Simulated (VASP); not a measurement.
Write the native input for VASP 6.6.1 that does the following.

```
Task                   : relaxation of cell and atoms
Functional             : LDA
Potentials or basis    : VASP PAW LDA potentials, release 64 (B, P)
Cutoff                 : 500 eV
k mesh                 : 6 × 6 × 6
Occupations            : gaussian, width 0.01 eV
Spin                   : no spin polarisation
Dipole correction      : no
Further INCAR settings : ALGO = Normal; EDIFF = 1e-07; IBRION = 2; EDIFFG = -0.002; NSW = 80; ISIF = 3
```

The structure of BP lies in POSCAR:

```
BP
1.0
    0.0000000000      2.2700000000      2.2700000000
    2.2700000000      0.0000000000      2.2700000000
    2.2700000000      2.2700000000      0.0000000000
B P
1 1
Direct
    0.0000000000      0.0000000000      0.0000000000
    0.2500000000      0.2500000000      0.2500000000
```

One way to write it, as run:

INCAR

```
PREC     = Accurate       # precision mode
ENCUT    = 500            # plane-wave cutoff, eV
EDIFF    = 1E-7           # SCF threshold, eV
ISMEAR   = 0              # smearing method
SIGMA    = 0.01           # smearing width, eV
LREAL    = F              # projectors in reciprocal space
LASPH    = T              # aspherical terms in the spheres
NELM     = 120            # most SCF steps
ALGO     = Normal         # electronic algorithm
ISIF     = 3              # what is computed and relaxed
LWAVE    = F              # write WAVECAR
LCHARG   = F              # write CHGCAR
IBRION   = 2              # ionic algorithm
NSW      = 80             # ionic steps
EDIFFG   = -0.002         # ionic threshold
GGA_COMPAT= F            
NELMIN   = 4
```

KPOINTS

```
regular mesh
0
Gamma
  6 6 6
```

Potentials or basis: VASP PAW LDA potentials, release 64 (B, P).

Command:

```bash
$ cat potpaw_LDA.64/B/POTCAR potpaw_LDA.64/P/POTCAR > POTCAR
$ mpirun -np 1 vasp_std > vasp.out
```

Results of the run:

| Item | Value |
| --- | --- |
| Relaxed volume | 11.32 Å³/atom |
| Relaxed cell | a = 3.176 Å, b = 3.176 Å, c = 3.176 Å, α = 60.00°, β = 60.00°, γ = 60.00° |
| Space group after relaxing (to 0.05 Å) | F-43m (No. 216) |
| Energy gained by relaxing | 6.5 meV/atom |
| Ionic steps | 3 |
| Pressure after relaxing | 0.0 GPa |
| Band gap on the k mesh | 1.24 eV, indirect (least direct gap 3.43 eV) |

It used 4.7 s of CPU time on 1 thread of Intel Xeon 6975P-C, with other jobs on the host.
